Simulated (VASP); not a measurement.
# Sr8Ti8HO23 (a cell with a defect) in VASP: notebook

Runs on Sr8Ti8HO23 (a cell with a defect). Level: HSE06. Tasks: single point.

All numbers are computed with VASP 6.6.1; they aren't measurements. Logs are shortened: lines on timing, memory, paths and dates and some standing lists are left out, and cuts for length are marked.

## 1. The cell of the first run

The cell holds a defect, 40 atoms: a = 7.783 Å, b = 7.783 Å, c = 7.783 Å, α = 90.00°, β = 90.00°, γ = 90.00°.

## 2. Single point, HSE06

POSCAR reads:

```
Sr8Ti8HO23
1.0
    7.7828210000      0.0000000000      0.0000000000
    0.0000000000      7.7828210000      0.0000000000
    0.0000000000      0.0000000000      7.7828210000
Sr Ti O H
8 8 23 1
Direct
    0.9960800000      0.0007190000      0.0004740000
    0.9953540000      0.9964510000      0.5022630000
    0.9970320000      0.5037370000      0.0001000000
    0.9952640000      0.5055250000      0.5003880000
    0.5012860000      0.9997350000      0.9999960000
    0.5030220000      0.9979010000      0.5003360000
    0.5000250000      0.5046440000      0.9994920000
    0.5043350000      0.5054060000      0.4987180000
    0.2492210000      0.2523090000      0.2428180000
    0.2484530000      0.2516140000      0.7576220000
    0.2488020000      0.7533810000      0.2520940000
    0.2497280000      0.7515600000      0.7488410000
    0.7494000000      0.2510430000      0.2516760000
    0.7474690000      0.2519900000      0.7483870000
    0.7498120000      0.7514950000      0.2491800000
    0.7491400000      0.7509220000      0.7512760000
    0.2520350000      0.2482540000      0.0002210000
    0.2528110000      0.7531480000      0.0006250000
    0.2468480000      0.7490380000      0.5003000000
    0.7482480000      0.2482440000      0.9997760000
    0.7512200000      0.2534630000      0.5001410000
    0.7474320000      0.7528780000      0.0002000000
    0.7525190000      0.7485350000      0.5002160000
    0.0036010000      0.2743930000      0.2551330000
    0.0041660000      0.2212860000      0.7438560000
    0.0008820000      0.7228470000      0.2470800000
    0.0012260000      0.7730160000      0.7532520000
    0.4988400000      0.2210200000      0.2571250000
    0.4993190000      0.2748050000      0.7416850000
    0.5014410000      0.7731800000      0.2519020000
    0.5013620000      0.7228280000      0.7479050000
    0.2259110000      0.0014810000      0.2592570000
    0.2797060000      0.0019160000      0.7427410000
    0.2795760000      0.4966230000      0.2561110000
    0.2263780000      0.4972010000      0.7458410000
    0.7780100000      0.9993510000      0.2521960000
    0.7276550000      0.9992860000      0.7487960000
    0.7276590000      0.4995310000      0.2475010000
    0.7778570000      0.4998760000      0.7530530000
    0.2483630000      0.2531510000      0.5002230000
```

INCAR.step1 reads:

```
SYSTEM = Sr8Ti8HO23
PREC = Accurate
ENCUT = 520
EDIFF = 1E-5
ISMEAR = -1
SIGMA = 0.05
LREAL = Auto
LASPH = .TRUE.
NELM = 120
ALGO = Normal
ISIF = 2
LWAVE = .TRUE.
LCHARG = .FALSE.
NBANDS = 184
GGA = PE
NELECT = 316.0
ISYM = -1
GGA_COMPAT = .FALSE.
```

INCAR.step2 reads:

```
SYSTEM = Sr8Ti8HO23
PREC = Accurate
ENCUT = 520
EDIFF = 1E-6
ISMEAR = -1
SIGMA = 0.05
LREAL = Auto
LASPH = .TRUE.
NELM = 120
ALGO = Normal
ISIF = 2
LWAVE = .FALSE.
LCHARG = .FALSE.
GGA = PE
LHFCALC = .TRUE.
HFSCREEN = 0.2079
PRECFOCK = Fast
NBANDS = 184
ISTART = 1
NELECT = 316.0
ISYM = -1
GGA_COMPAT = .FALSE.
```

KPOINTS reads:

```
explicit points
1
Reciprocal
  0.25000000   0.25000000   0.25000000 1
```

Potentials or basis: VASP PAW PBE potentials, release 64 (Sr_sv, Ti_sv, O, H).

The run is started by

```bash
$ cat potpaw_PBE.64/Sr_sv/POTCAR potpaw_PBE.64/Ti_sv/POTCAR potpaw_PBE.64/O/POTCAR potpaw_PBE.64/H/POTCAR > POTCAR
$ cp INCAR.step1 INCAR
$ mpirun -np 1 vasp_std > vasp.out
$ cp INCAR.step2 INCAR
$ mpirun -np 1 vasp_std > vasp.out
```

OUTCAR:

```text
SYSTEM = Sr8Ti8HO23
   PREC = Accurate
   ENCUT = 520
   EDIFF = 1E-6
   ISMEAR = -1
   LREAL = Auto
   LASPH = .TRUE.
   NELM = 120
   ISIF = 2
   GGA = PE
   LHFCALC = .TRUE.
   HFSCREEN = 0.2079
   PRECFOCK = Fast
   ISTART = 1
   NELECT = 316.0
   ISYM = -1

 ion  position               nearest neighbor table
   1  0.996  0.001  0.000-  36 2.59  27 2.62  25 2.63  32 2.69  20 2.73  22 2.73  17 2.77  18 2.78
                            37 2.86  26 2.89  24 2.91  33 2.98  15 3.34  16 3.35  10 3.35   9 3.36
   2  0.995  0.996  0.502-  25 2.57  36 2.58  32 2.61  27 2.62  23 2.70  19 2.75  21 2.76  40 2.81
                            37 2.83  24 2.90  33 2.90  26 2.91  16 3.33  15 3.34  12 3.35  11 3.36
   3  0.997  0.504  0.000-  26 2.57  39 2.57  35 2.67  24 2.67  22 2.74  20 2.78  18 2.78  17 2.81
                            27 2.84  38 2.85  34 2.97  25 2.97  16 3.34  15 3.34  10 3.35   9 3.35
   4  0.995  0.506  0.500-  39 2.59  26 2.60  24 2.62  35 2.62  23 2.67  19 2.73  21 2.73  40 2.78
                            27 2.87  38 2.87  25 2.91  34 2.92  16 3.34  15 3.34  12 3.37  13 3.37
   5  0.501  1.000  1.000-  37 2.63  30 2.64  28 2.64  33 2.64  22 2.71  18 2.72  20 2.73  17 2.74
                            36 2.91  31 2.91  29 2.94  32 2.94  16 3.35  15 3.35  10 3.36   9 3.36
   6  0.503  0.998  0.500-  33 2.57  28 2.57  37 2.61  30 2.61  23 2.75  21 2.77  19 2.78  40 2.81
                            32 2.86  29 2.86  31 2.88  36 2.88  16 3.34  15 3.34  14 3.36  11 3.36
   7  0.500  0.505  0.999-  31 2.59  38 2.62  34 2.63  29 2.69  22 2.73  18 2.73  17 2.78  20 2.78
                            30 2.87  39 2.89  35 2.90  28 2.98  16 3.34  15 3.35   9 3.35  10 3.35
   8  0.504  0.505  0.499-  31 2.57  34 2.57  29 2.61  38 2.62  23 2.70  21 2.75  19 2.76  40 2.80
                            30 2.83  35 2.90  28 2.90  39 2.91  15 3.33  16 3.34  14 3.35  13 3.35
   9  0.249  0.252  0.243-  17 1.89  34 1.92  24 1.92  28 1.96  32 1.96   3 3.35   7 3.35   1 3.36
                             5 3.36   8 3.43   4 3.44   6 3.44   2 3.46
  10  0.248  0.252  0.758-  17 1.89  25 1.92  35 1.92  33 1.96  29 1.96   3 3.35   1 3.35   7 3.35
                             5 3.36   2 3.43   4 3.43   6 3.44   8 3.45
  11  0.249  0.753  0.252-  19 1.93  32 1.94  26 1.94  18 1.96  30 1.97  34 2.01   2 3.36   6 3.36
                             4 3.37   8 3.37   5 3.37   1 3.38   7 3.38   3 3.39
  12  0.250  0.752  0.749-  19 1.93  27 1.94  18 1.96  33 1.96  31 1.97  35 1.99   2 3.35   7 3.36
                             6 3.36   4 3.37   5 3.37   8 3.37   3 3.38   1 3.39
  13  0.749  0.251  0.252-  21 1.93  38 1.94  20 1.96  28 1.96  36 1.97  24 1.99   8 3.35   6 3.36
                             1 3.36   4 3.37   5 3.38   2 3.38   3 3.38   7 3.39
  14  0.747  0.252  0.748-  21 1.93  29 1.94  39 1.94  20 1.96  37 1.97  25 2.01   8 3.35   6 3.36
                             4 3.37   2 3.37   5 3.37   7 3.38   1 3.38   3 3.38
  15  0.750  0.751  0.249-  22 1.94  30 1.94  36 1.94  23 1.95  26 1.97  38 1.97   8 3.33   4 3.34
                             2 3.34   3 3.34   1 3.34   6 3.34   5 3.35   7 3.35
  16  0.749  0.751  0.751-  22 1.94  37 1.94  31 1.94  23 1.95  39 1.97  27 1.97   2 3.33   4 3.34
                             8 3.34   7 3.34   3 3.34   6 3.34   5 3.35   1 3.35
  17  0.252  0.248  0.000-   9 1.89  10 1.89   5 2.74   1 2.77   7 2.78   3 2.81
  18  0.253  0.753  0.001-  11 1.96  12 1.96   5 2.72   7 2.73   1 2.78   3 2.78
  19  0.247  0.749  0.500-  11 1.93  12 1.93   4 2.73   2 2.75   8 2.76   6 2.78
  20  0.748  0.248  1.000-  14 1.96  13 1.96   1 2.73   5 2.73   3 2.78   7 2.78
  21  0.751  0.253  0.500-  14 1.93  13 1.93   4 2.73   8 2.75   2 2.76   6 2.77
  22  0.747  0.753  0.000-  16 1.94  15 1.94   5 2.71   7 2.73   1 2.73   3 2.74
[... 15 lines left out ...]
  38  0.728  0.500  0.248-  13 1.94  15 1.97   8 2.62   7 2.62   3 2.85   4 2.87
  39  0.778  0.500  0.753-  14 1.94  16 1.97   3 2.57   4 2.59   7 2.89   8 2.91
  40  0.248  0.253  0.500-   4 2.78   8 2.80   2 2.81   6 2.81

IMPORTANT INFORMATION: All symmetrisations will be switched off!
NOSYMM: (Re-)initialisation of all symmetry stuff for point group C_1.

----------------------------------------------------------------------------------------

                                     Primitive cell

  volume of cell :     471.4234

  direct lattice vectors                    reciprocal lattice vectors
     7.782821000  0.000000000  0.000000000     0.128488115  0.000000000  0.000000000
     0.000000000  7.782821000  0.000000000     0.000000000  0.128488115  0.000000000
     0.000000000  0.000000000  7.782821000     0.000000000  0.000000000  0.128488115

  length of vectors
     7.782821000  7.782821000  7.782821000     0.128488115  0.128488115  0.128488115

  position of ions in fractional coordinates (direct lattice)
     0.996080000  0.000719000  0.000474000
[... 48 lines left out ...]
   ENCUT  =  520.0 eV  38.22 Ry    6.18 a.u.  14.47 14.47 14.47*2*pi/ulx,y,z
   NELM   =    120;   NELMIN=  2; NELMDL=  0     # of ELM steps
   EDIFF  = 0.1E-05   stopping-criterion for ELM
   LREAL  =      T    real-space projection
   EDIFFG = 0.1E-04   stopping-criterion for IOM
   NSW    =      0    number of steps for IOM
   IBRION =     -1    ionic relax: 0-MD 1-quasi-New 2-CG
   NFREE  =      0    steps in history (QN), initial steepest desc. (CG)
   ISIF   =      2    stress and relaxation
   ISYM   =     -1    0-nonsym 1-usesym 2-fastsym
   POTIM  = 0.5000    time-step for ionic-motion
   TEBEG  =    0.0;   TEEND  =   0.0 temperature during run
   PSTRESS=    0.0 pullay stress
   NELECT =     316.0000    total number of electrons
   NUPDOWN=      -1.0000    fix difference up-down
   EMIN   =  10.00;   EMAX   =-10.00  energy-range for DOS
   EFERMI =   0.00;   METHOD = LEGACY
   ISMEAR =    -1;   SIGMA  =   0.05  broadening in eV -4-tet -1-fermi 0-gaus
   EFERMI_NEDOS =   21; number of points for ismear=-14 and -15
   IALGO  =     38    algorithm
   IMIX   =      1    mixing-type and parameters
     AMIX     =   0.40;   BMIX     =  1.00
     AMIX_MAG =   1.60;   BMIX_MAG =  1.00
  volume/ion in A,a.u.               =      11.79        79.53
  Fermi-wavevector in a.u.,A,eV,Ry     =   1.432738  2.707482 27.929203  2.052739
  Thomas-Fermi vector in A             =   2.552333
   LORBIT       =      0    0 simple, 1 ext, 2 COOP (PROOUT), +10 PAW based schemes
   GGA     = PE    functional components
   LHFCALC =     T    Hartree Fock is set to
   PRECFOCK=fast      Normal, Fast or Accurate (Low or Medium for compatibility)
   ENCUT4O =  -1.0   cutoff for four orbital integrals eV
   NKREDX  =     1    reduce k-point grid by
   NKREDY  =     1    reduce k-point grid by
   NKREDZ  =     1    reduce k-point grid by
   AEXX    =    0.2500 exact exchange contribution
   HFSCREEN=    0.2079 screening length (either q_TF or 0.3 A-1)
   HFSCREENC=   0.2079 screening length for correlation (either q_TF or 0.3 A-1)
   ENCUTFOCK=  -1.0 apply spherical cutoff to Coloumb kernel
   IVDW    =     0    specifies the selected vdW correction
   LEPSILON=     F    determine dielectric tensor
   LRPA    =     F    only Hartree local field effects (RPA)
 non-spin polarized calculation
  energy-cutoff  :      520.00
  volume of cell :      471.42
 maximum number of plane-waves:     12704
 NGX is ok and might be reduce to    60
  NGX = 30; NGY = 30; NGZ = 30

 number of electron     316.0000022 magnetization

 Free energy of the ion-electron system (eV)
  ---------------------------------------------------
  ext. energy  EPLUGINS =         0.00000000
  ---------------------------------------------------
  free energy    TOTEN  =      -375.42905049 eV

  energy without entropy =     -375.42526811  energy(sigma->0) =     -375.42715930

 E-fermi :   7.0613     XC(G=0):  -9.2726

 val. band max:        6.7628087019   @ k =   0.2500   0.2500   0.2500
 cond. band min:       7.3860094284   @ k =   0.2500   0.2500   0.2500
 fundamental gap:      0.6232007265
 Fermi energy:         7.0613067209

 k-point     1 :       0.2500    0.2500    0.2500
  band No.  band energies     occupation
      1     -57.2990      2.00000
      2     -57.2964      2.00000
      3     -57.0535      2.00000
      4     -57.0516      2.00000
      5     -57.0376      2.00000
      6     -57.0345      2.00000
[... 162 lines left out ...]
    169       8.6533      0.00000
    170       8.6755      0.00000
 [bands above 170 left out]

------------------------ aborting loop because EDIFF is reached ----------------------------------------

  FORCE on cell =-STRESS in cart. coord.  units (eV):
  Direction    XX          YY          ZZ          XY          YZ          ZX
  --------------------------------------------------------------------------------------
  -------------------------------------------------------------------------------------
  Total       11.3886214     11.3822361     16.8087293     -1.7148932     -1.4651816     -1.5103116
  in kB       38.7053154     38.6836145     57.1260690     -5.8282280     -4.9795593     -5.1329380
  external PRESSURE =      44.8383329 kB  Pullay stress =       0.0000000 kB

 VOLUME and BASIS-vectors are now :
 -----------------------------------------------------------------------------
  energy-cutoff  :      520.00
  volume of cell :      471.42
      direct lattice vectors                 reciprocal lattice vectors
     7.782821000  0.000000000  0.000000000     0.128488115  0.000000000  0.000000000
     0.000000000  7.782821000  0.000000000     0.000000000  0.128488115  0.000000000
     0.000000000  0.000000000  7.782821000     0.000000000  0.000000000  0.128488115

 POSITION                                       TOTAL-FORCE (eV/Angst)
 -----------------------------------------------------------------------------------
      7.75231      0.00560      0.00369         0.072922      0.044748      0.008194
      7.74666      7.75520      3.90902         0.060146      0.073195     -0.019781
      7.75972      3.92049      0.00078         0.054811     -0.053040      0.011154
      7.74596      3.93441      3.89443         0.082415     -0.075714     -0.011923
      3.90142      7.78076      7.78279        -0.060614      0.055293      0.016757
      3.91493      7.76648      3.89403        -0.046921      0.048157     -0.016385
[... 32 lines left out ...]
      6.05392      3.89045      5.86088        -0.089897      0.088076     -0.011423
      1.93296      1.97023      3.89315         0.003378     -0.002755      0.001692
 -----------------------------------------------------------------------------------
    total drift:                                0.012021     -0.073383     -0.007823

  FREE ENERGIE OF THE ION-ELECTRON SYSTEM (eV)
  ---------------------------------------------------
  free  energy   TOTEN  =      -375.4290504944 eV

  energy  without entropy=     -375.4252681147  energy(sigma->0) =     -375.42715930
```

Run time: 20 min. Hardware: 1 thread of Intel Xeon 6975P-C (Granite Rapids), shared host; peak memory 0.71 GiB.

What came out:

| Property | Result |
| --- | --- |
| Free energy | -375.4291 eV |
| Largest force | 0.165 eV/Å |

Forces on the atoms (eV/Å):
```
Sr   0.073  0.045  0.008
Sr   0.060  0.073 -0.020
Sr   0.055 -0.053  0.011
Sr   0.082 -0.076 -0.012
Sr  -0.061  0.055  0.017
Sr  -0.047  0.048 -0.016
Sr  -0.043 -0.070  0.030
Sr  -0.078 -0.060 -0.023
Ti   0.015  0.026 -0.054
Ti  -0.022 -0.010  0.052
Ti  -0.012 -0.003  0.000
Ti  -0.007 -0.032  0.007
Ti   0.009 -0.006 -0.020
Ti   0.001  0.006 -0.004
Ti  -0.025  0.008 -0.003
Ti   0.002  0.016 -0.001
O    0.001  0.000 -0.001
O   -0.008  0.002  0.004
O   -0.003  0.012 -0.003
O   -0.003  0.008 -0.006
O   -0.008  0.011  0.012
O    0.009 -0.003 -0.005
O    0.002 -0.003  0.006
O   -0.141 -0.048  0.000
O   -0.119  0.059  0.019
O   -0.089  0.087  0.011
O   -0.107 -0.048 -0.007
O    0.139  0.055  0.003
O    0.154 -0.055  0.017
O    0.117 -0.050  0.000
O    0.117  0.085  0.013
O    0.054 -0.156 -0.015
O   -0.057 -0.133  0.005
O   -0.056  0.115 -0.014
O    0.057  0.143  0.001
O   -0.082 -0.117 -0.012
O    0.055 -0.117  0.004
O    0.053  0.100  0.007
O   -0.090  0.088 -0.011
H    0.003 -0.003  0.002
```

Levels at points of the mesh, in eV from the Fermi level:
| k point | band 154 | band 155 | band 156 | band 157 | band 158 | band 159 | band 160 | band 161 | band 162 | band 163 |
| --- | --- | --- | --- | --- | --- | --- | --- | --- | --- | --- |
| (0.25, 0.25, 0.25) | -4.41 | -4.36 | -4.33 | -4.25 | -0.30 | 0.32 | 0.35 | 0.46 | 0.49 | 0.59 |

Caveat: the cell carries a net charge on a neutralising background, which shifts energy and pressure; the cell is charged against a uniform background, so pressure and absolute levels hang on convention; the PAW data sets were made with another functional, which shifts forces and pressure a little.

## 3. Single point, HSE06

POSCAR reads:

```
Sr8Ti8HO23
1.0
    7.7828210000      0.0000000000      0.0000000000
    0.0000000000      7.7828210000      0.0000000000
    0.0000000000      0.0000000000      7.7828210000
Sr Ti O H
8 8 23 1
Direct
    0.9961060000      0.0007300000      0.0004470000
    0.9953250000      0.9964630000      0.5022650000
    0.9970270000      0.5037270000      0.0000910000
    0.9952490000      0.5055130000      0.5004000000
    0.5012670000      0.9997440000      0.0000060000
    0.5030450000      0.9979010000      0.5003290000
    0.5000340000      0.5046290000      0.9995150000
    0.5043420000      0.5053930000      0.4987300000
    0.2492220000      0.2523070000      0.2428150000
    0.2484560000      0.2516180000      0.7576230000
    0.2488080000      0.7533840000      0.2520910000
    0.2497260000      0.7515690000      0.7488420000
    0.7493960000      0.2510390000      0.2516810000
    0.7474740000      0.2519820000      0.7483850000
    0.7498170000      0.7514850000      0.2491830000
    0.7491460000      0.7509130000      0.7512720000
    0.2520510000      0.2482440000      0.0002210000
    0.2527920000      0.7531550000      0.0006240000
    0.2468740000      0.7490280000      0.5002990000
    0.7482450000      0.2482850000      0.9997750000
    0.7512310000      0.2534090000      0.5001400000
    0.7474610000      0.7528240000      0.0001990000
    0.7525000000      0.7485720000      0.5002160000
    0.0036030000      0.2743830000      0.2551300000
    0.0041650000      0.2213120000      0.7438640000
    0.0008830000      0.7228670000      0.2471030000
    0.0012260000      0.7730070000      0.7532310000
    0.4988420000      0.2210380000      0.2571330000
    0.4993190000      0.2747920000      0.7416720000
    0.5014390000      0.7731770000      0.2518790000
    0.5013620000      0.7228550000      0.7479250000
    0.2259200000      0.0014830000      0.2592670000
    0.2796780000      0.0019150000      0.7427280000
    0.2795610000      0.4966240000      0.2561030000
    0.2263910000      0.4972040000      0.7458500000
    0.7779900000      0.9993520000      0.2521530000
    0.7276660000      0.9992880000      0.7488390000
    0.7276680000      0.4995300000      0.2475460000
    0.7778360000      0.4998770000      0.7530040000
    0.2483460000      0.2531680000      0.5002240000
```

INCAR.step1 is that of step 2.

INCAR.step2 is that of step 2.

KPOINTS is that of step 2.

Potentials or basis: VASP PAW PBE potentials, release 64 (Sr_sv, Ti_sv, O, H).

The run is started by

```bash
$ cat potpaw_PBE.64/Sr_sv/POTCAR potpaw_PBE.64/Ti_sv/POTCAR potpaw_PBE.64/O/POTCAR potpaw_PBE.64/H/POTCAR > POTCAR
$ cp INCAR.step1 INCAR
$ mpirun -np 1 vasp_std > vasp.out
$ cp INCAR.step2 INCAR
$ mpirun -np 1 vasp_std > vasp.out
```

It took 19 min on 1 thread of Intel Xeon 6975P-C (Granite Rapids), shared host; peak memory 0.71 GiB.

Results (log left out):

| Item | Value |
| --- | --- |
| Free energy | -375.4292 eV |
| Largest force | 0.165 eV/Å |

Forces on the atoms (eV/Å):
```
Sr   0.071  0.044  0.009
Sr   0.062  0.073 -0.021
Sr   0.055 -0.052  0.012
Sr   0.084 -0.075 -0.013
Sr  -0.059  0.055  0.016
Sr  -0.048  0.048 -0.016
Sr  -0.044 -0.069  0.028
Sr  -0.080 -0.059 -0.023
Ti   0.014  0.027 -0.052
Ti  -0.021 -0.008  0.052
Ti  -0.013 -0.004  0.002
Ti  -0.006 -0.033  0.006
Ti   0.010 -0.007 -0.022
Ti  -0.001  0.004 -0.002
Ti  -0.025  0.010 -0.005
Ti   0.001  0.017  0.000
O    0.001 -0.001 -0.001
O   -0.008  0.002  0.004
O   -0.003  0.011 -0.002
O   -0.003  0.009 -0.007
O   -0.008  0.012  0.012
O    0.009 -0.003 -0.005
O    0.002 -0.003  0.006
O   -0.142 -0.048  0.000
O   -0.119  0.059  0.019
O   -0.089  0.086  0.010
O   -0.107 -0.049 -0.007
O    0.139  0.055  0.002
O    0.154 -0.055  0.018
O    0.118 -0.051  0.000
O    0.118  0.085  0.013
O    0.054 -0.156 -0.016
O   -0.056 -0.132  0.006
O   -0.055  0.115 -0.014
O    0.056  0.143  0.001
O   -0.082 -0.118 -0.011
O    0.056 -0.117  0.004
O    0.053  0.100  0.007
O   -0.090  0.088 -0.011
H    0.004 -0.003  0.002
```

Levels at points of the mesh, in eV from the Fermi level:
| k point | band 154 | band 155 | band 156 | band 157 | band 158 | band 159 | band 160 | band 161 | band 162 | band 163 |
| --- | --- | --- | --- | --- | --- | --- | --- | --- | --- | --- |
| (0.25, 0.25, 0.25) | -4.41 | -4.35 | -4.33 | -4.25 | -0.30 | 0.32 | 0.35 | 0.46 | 0.49 | 0.59 |

Caveat: the cell carries a net charge on a neutralising background, which shifts energy and pressure; the cell is charged against a uniform background, so pressure and absolute levels hang on convention; the PAW data sets were made with another functional, which shifts forces and pressure a little.
